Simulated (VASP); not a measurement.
The system is CuO.

```
CELL_PARAMETERS angstrom
2.32891 -1.70190 0.00000
2.32891 1.70190 0.00000
-0.85477 0.00000 5.02548
ATOMIC_POSITIONS crystal
Cu 0.00320 0.49680 0.00000
Cu 0.49680 0.00320 0.50000
O 0.57140 0.40560 0.25370
O 0.40560 0.57140 0.75370
```

Base run:

```yaml
Program: VASP 6.6.1
Functional: r2SCAN
Potentials_or_basis: VASP PAW PBE potentials, release 64 (Cu, O)
Cutoff: 520 eV
k_mesh: 10 × 10 × 5
Occupations: fermi-dirac, width 0.05 eV
Spin: no spin polarisation
```

Its results: band gap on the k mesh zero (bands 17 and 18 overlap by 0.60 eV); pressure 3.6 GPa; largest force 0.829 eV/Å.

Question: The run is repeated on the same cell with these changes: functional from r2SCAN to BLYP. What comes out?

Answer: Band gap on the k mesh zero (bands 17 and 18 overlap by 0.60 eV); pressure 17.6 GPa; largest force 0.890 eV/Å.

Caveats: the cell stands under pressure; the PAW data sets were made with another functional, which shifts forces and pressure a little; semilocal functionals often make such compounds metallic where correlation or magnetic order opens a gap, which also shifts bond lengths.
